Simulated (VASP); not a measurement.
# Si3Ag in VASP: notebook, part 3 of 3

VASP 6.6.1. The steps go on from the part before.

## Step 6: Relaxation of cell and atoms, PBE

This run uses another cell than the first one, of 17.02 Å³/atom.

INCAR

```
SYSTEM = Si3Ag
  PREC = Accurate
  ENCUT = 600
  EDIFF = 1E-6
  ISMEAR = 0
  SIGMA = 0.1
  LREAL = .False.
  LASPH = .True.
  NELM = 60
  ALGO = Normal
  ISIF = 3
  LWAVE = .False.
  LCHARG = .False.
  GGA = PE
  IBRION = 2
  NSW = 100
  EDIFFG = -0.01
```

KPOINTS

```
Automatic mesh
0
Gamma
  12 12 12
  0 0 0
```

POSCAR

```
Si3Ag
1.0
   -2.5721982270      2.5721982270      2.5721982270
    2.5721982270     -2.5721982270      2.5721982270
    2.5721982270      2.5721982270     -2.5721982270
Si Ag
3 1
Direct
    0.0000000000      0.5000000000      0.5000000000
    0.5000000000      0.0000000000      0.5000000000
    0.5000000000      0.5000000000      0.0000000000
    0.0000000000      0.0000000000      0.0000000000
```

Potentials or basis: VASP PAW PBE potentials, release 64 (Si, Ag).

Run with:

```bash
$ cat potpaw_PBE.64/Si/POTCAR potpaw_PBE.64/Ag/POTCAR > POTCAR
$ mpirun -np 1 vasp_std > vasp.out
```

OUTCAR:

```text
SYSTEM = Si3Ag
   PREC = Accurate
   ENCUT = 600
   EDIFF = 1E-6
   ISMEAR = 0
   LREAL = .False.
   LASPH = .True.
   NELM = 60
   ISIF = 3
   GGA = PE
   IBRION = 2
   NSW = 100
   EDIFFG = -0.01

 ion  position               nearest neighbor table
   1  0.000  0.500  0.500-   2 2.57   3 2.57   4 2.57   4 2.57   3 2.57   2 2.57
   2  0.500  0.000  0.500-   1 2.57   3 2.57   4 2.57   3 2.57   4 2.57   1 2.57
   3  0.500  0.500  0.000-   1 2.57   2 2.57   4 2.57   2 2.57   1 2.57   4 2.57
   4  0.000  0.000  0.000-   1 2.57   2 2.57   3 2.57   1 2.57   2 2.57   3 2.57

  LATTYP: Found a body centered cubic cell.
 ALAT       =     5.1443964540

  Lattice vectors:

 A1 = (  -2.5721982270,   2.5721982270,   2.5721982270)
 A2 = (   2.5721982270,  -2.5721982270,   2.5721982270)
 A3 = (   2.5721982270,   2.5721982270,  -2.5721982270)

Analysis of symmetry for initial positions (statically):
=====================================================================
 Subroutine PRICEL returns:
 Original cell was already a primitive cell.

 Routine SETGRP: Setting up the symmetry group for a
 body centered cubic supercell.

 Subroutine GETGRP returns: Found 48 space group operations
 (whereof 48 operations were pure point group operations)
 out of a pool of 48 trial point group operations.

The static configuration has the point symmetry O_h .

Analysis of symmetry for dynamics (positions and initial velocities):
=====================================================================
 Subroutine PRICEL returns:
 Original cell was already a primitive cell.

 Routine SETGRP: Setting up the symmetry group for a
 body centered cubic supercell.

 Subroutine GETGRP returns: Found 48 space group operations
 (whereof 48 operations were pure point group operations)
 out of a pool of 48 trial point group operations.

The dynamic configuration has the point symmetry O_h .

 Subroutine INISYM returns: Found 48 space group operations
 (whereof 48 operations are pure point group operations),
 and found     1 'primitive' translations

----------------------------------------------------------------------------------------

                                     Primitive cell

  volume of cell :      68.0727

  direct lattice vectors                    reciprocal lattice vectors
    -2.572198227  2.572198227  2.572198227     0.000000000  0.194386263  0.194386263
     2.572198227 -2.572198227  2.572198227     0.194386263  0.000000000  0.194386263
     2.572198227  2.572198227 -2.572198227     0.194386263  0.194386263  0.000000000

  length of vectors
     4.455178016  4.455178016  4.455178016     0.274903689  0.274903689  0.274903689

  position of ions in fractional coordinates (direct lattice)
     0.000000000  0.500000000  0.500000000
     0.500000000  0.000000000  0.500000000
     0.500000000  0.500000000  0.000000000
[... 126 lines left out ...]
  ---------------------------------------------------
  free energy    TOTEN  =       -17.34220067 eV

  energy without entropy =      -17.33296128  energy(sigma->0) =      -17.33758098

------------------------ aborting loop because EDIFF is reached ----------------------------------------

  FORCE on cell =-STRESS in cart. coord.  units (eV):
  Direction    XX          YY          ZZ          XY          YZ          ZX
  --------------------------------------------------------------------------------------
  -------------------------------------------------------------------------------------
  Total        0.0777205      0.0777205      0.0777205      0.0000000     -0.0000000     -0.0000000
  in kB        1.8292488      1.8292488      1.8292488      0.0000000     -0.0000000     -0.0000000
  external PRESSURE =       1.8292488 kB  Pullay stress =       0.0000000 kB

 VOLUME and BASIS-vectors are now :
 -----------------------------------------------------------------------------
  energy-cutoff  :      600.00
  volume of cell :       68.07
      direct lattice vectors                 reciprocal lattice vectors
    -2.572198227  2.572198227  2.572198227     0.000000000  0.194386263  0.194386263
     2.572198227 -2.572198227  2.572198227     0.194386263  0.000000000  0.194386263
     2.572198227  2.572198227 -2.572198227     0.194386263  0.194386263  0.000000000

 POSITION                                       TOTAL-FORCE (eV/Angst)
 -----------------------------------------------------------------------------------
      2.57220      0.00000      0.00000        -0.000000      0.000000     -0.000000
      0.00000      2.57220      0.00000         0.000000     -0.000000      0.000000
      0.00000      0.00000      2.57220        -0.000000      0.000000     -0.000000
      0.00000      0.00000      0.00000         0.000000      0.000000      0.000000
 -----------------------------------------------------------------------------------
    total drift:                                0.000000     -0.000000     -0.000000

  FREE ENERGIE OF THE ION-ELECTRON SYSTEM (eV)
  ---------------------------------------------------
  free  energy   TOTEN  =       -17.3422006731 eV

  energy  without entropy=      -17.3329612818  energy(sigma->0) =      -17.33758098

--------------------------------------- Ionic step        2  -------------------------------------------

 number of electron      23.0000005 magnetization

 Free energy of the ion-electron system (eV)
  ---------------------------------------------------
  ext. energy  EPLUGINS =         0.00000000
  ---------------------------------------------------
  free energy    TOTEN  =       -17.34226725 eV

  energy without entropy =      -17.33300626  energy(sigma->0) =      -17.33763675

 E-fermi :   7.9347     XC(G=0): -10.8538

 val. band max:        7.9169756032   @ k =  -0.2500   0.3333   0.1667
 cond. band min:       7.9456087957   @ k =   0.3333   0.2500   0.0833
 fundamental gap:      0.0286331926
 Fermi energy:         7.9347177918

 k-point     1 :       0.0000    0.0000    0.0000
  band No.  band energies     occupation
      1      -4.0902      2.00000
      2       1.4103      2.00000
      3       1.4103      2.00000
      4       2.4291      2.00000
      5       2.4291      2.00000
      6       2.4291      2.00000
      7       5.1836      2.00000
      8       5.1836      2.00000
      9       5.1836      2.00000
     10       6.0024      2.00000
     11       6.0024      2.00000
     12       7.4636      2.00000
     13       7.4636      2.00000
     14       7.4636      2.00000
[... 401 lines left out ...]
      2      -1.1834      2.00000
      3       1.1869      2.00000
      4       1.8581      2.00000
      5       1.8894      2.00000
      6       2.7669      2.00000
      7       2.8200      2.00000
      8       2.8686      2.00000
      9       4.1360      2.00000
     10       6.0540      2.00000
     11       7.8859      1.50995
     12       8.7727      0.00000
     13       9.6473      0.00000
     14       9.9367      0.00000
     15      11.9483      0.00000

 [... further k-points ...]

------------------------ aborting loop because EDIFF is reached ----------------------------------------

  FORCE on cell =-STRESS in cart. coord.  units (eV):
  Direction    XX          YY          ZZ          XY          YZ          ZX
  --------------------------------------------------------------------------------------
  -------------------------------------------------------------------------------------
  Total       -0.0153769     -0.0153769     -0.0153769     -0.0000000      0.0000000      0.0000000
  in kB       -0.3608980     -0.3608980     -0.3608980     -0.0000000      0.0000000      0.0000000
  external PRESSURE =      -0.3608980 kB  Pullay stress =       0.0000000 kB

 VOLUME and BASIS-vectors are now :
 -----------------------------------------------------------------------------
  energy-cutoff  :      600.00
  volume of cell :       68.26
      direct lattice vectors                 reciprocal lattice vectors
    -2.574609304  2.574609304  2.574609304     0.000000000  0.194204223  0.194204223
     2.574609304 -2.574609304  2.574609304     0.194204223  0.000000000  0.194204223
     2.574609304  2.574609304 -2.574609304     0.194204223  0.194204223  0.000000000

 POSITION                                       TOTAL-FORCE (eV/Angst)
 -----------------------------------------------------------------------------------
      0.00000      2.57461      2.57461        -0.000000     -0.000000      0.000000
      0.00000      2.57461      0.00000         0.000000     -0.000000      0.000000
      2.57461      2.57461      0.00000         0.000000      0.000000     -0.000000
      0.00000      0.00000      0.00000        -0.000000     -0.000000      0.000000
 -----------------------------------------------------------------------------------
    total drift:                                0.000000     -0.000000      0.000000

  FREE ENERGIE OF THE ION-ELECTRON SYSTEM (eV)
  ---------------------------------------------------
  free  energy   TOTEN  =       -17.3422672483 eV

  energy  without entropy=      -17.3330062567  energy(sigma->0) =      -17.33763675

 reached required accuracy - stopping structural energy minimisation
```

OSZICAR:

```text
N       E                     dE             d eps       ncg     rms          rms(c)
DAV:   1     0.932907370624E+02    0.93291E+02   -0.10948E+04  2168   0.147E+03
DAV:   2    -0.152870621284E+02   -0.10858E+03   -0.10634E+03  2559   0.246E+02
DAV:   3    -0.186705305853E+02   -0.33835E+01   -0.33084E+01  2813   0.413E+01
[... 14 lines left out ...]
DAV:   2    -0.173423583117E+02    0.13855E-02   -0.73605E-03  2293   0.123E+00    0.111E-01
DAV:   3    -0.173423030875E+02    0.55224E-04   -0.30887E-04  2321   0.181E-01    0.606E-02
DAV:   4    -0.173422731096E+02    0.29978E-04   -0.15280E-04  2272   0.930E-02    0.140E-02
DAV:   5    -0.173422681261E+02    0.49835E-05   -0.23404E-05  2426   0.649E-02    0.838E-03
DAV:   6    -0.173422672483E+02    0.87780E-06   -0.18006E-06  1470   0.119E-02
   2 F= -.17342267E+02 E0= -.17337637E+02  d E =-.665752E-04
```

Run time: 2 min. Hardware: 1 thread of Intel Xeon 8259CL, shared host; peak memory 0.28 GiB.

Results:

```
Free energy                           : -17.3423 eV
Relaxed volume                        : 17.07 Å³/atom
Relaxed cell                          : a = 4.459 Å, b = 4.459 Å, c = 4.459 Å, α = 109.47°, β = 109.47°, γ = 109.47°
Space group after relaxing (to 0.1 Å) : Im-3m (No. 229)
Energy gained by relaxing             : 0.0 meV/atom
Ionic steps                           : 2
Pressure after relaxing               : 0.0 GPa
Band gap on the k mesh                : zero (an odd number of electrons rules out a gap without spin polarisation)
```

Final structure:
```xyz
4
Lattice="-2.5746 2.5746 2.5746 2.5746 -2.5746 2.5746 2.5746 2.5746 -2.5746" Properties=species:S:1:pos:R:3 pbc="T T T"
Si    0.0000    2.5746    2.5746
Si    0.0000    2.5746    0.0000
Si    2.5746    2.5746    0.0000
Ag    0.0000    0.0000    0.0000
```

## Step 7: Overview

| task | cell | k mesh | cutoff (eV) | smearing | gap on the mesh (eV) | pressure (GPa) | relaxed volume (Å³/atom) |
| --- | --- | --- | --- | --- | --- | --- | --- |
| relaxation of cell and atoms | relaxed from a = 4.413 Å, angles 109.5°, 4 atoms, atomic positions A | 6 × 6 × 6 | 600 | gaussian 0.1 eV | none | 0.0 | 17.05 |
| single point | a = 4.459 Å, angles 109.5°, 4 atoms, atomic positions A | 12 × 12 × 12 | 520 | gaussian 0.1 eV | none | 0.0 | - |
| single point | a = 4.452, b = 4.475, c = 7.260 Å, angles 89.8, 89.8, 109.3°, 8 atoms, atomic positions B | 6 × 6 × 4 | 520 | gaussian 0.2 eV | none | -0.1 | - |
| relaxation of cell and atoms | relaxed from a = 4.455 Å, angles 109.5°, 4 atoms, atomic positions A | 12 × 12 × 12 | 600 | gaussian 0.1 eV | none | 0.0 | 17.07 |

Alike in all rows: level PBE; potentials or basis VASP PAW PBE potentials, release 64 (Si, Ag); no spin polarisation.

Total energies depend on the potentials used, so only differences within one code and one set of settings carry meaning.
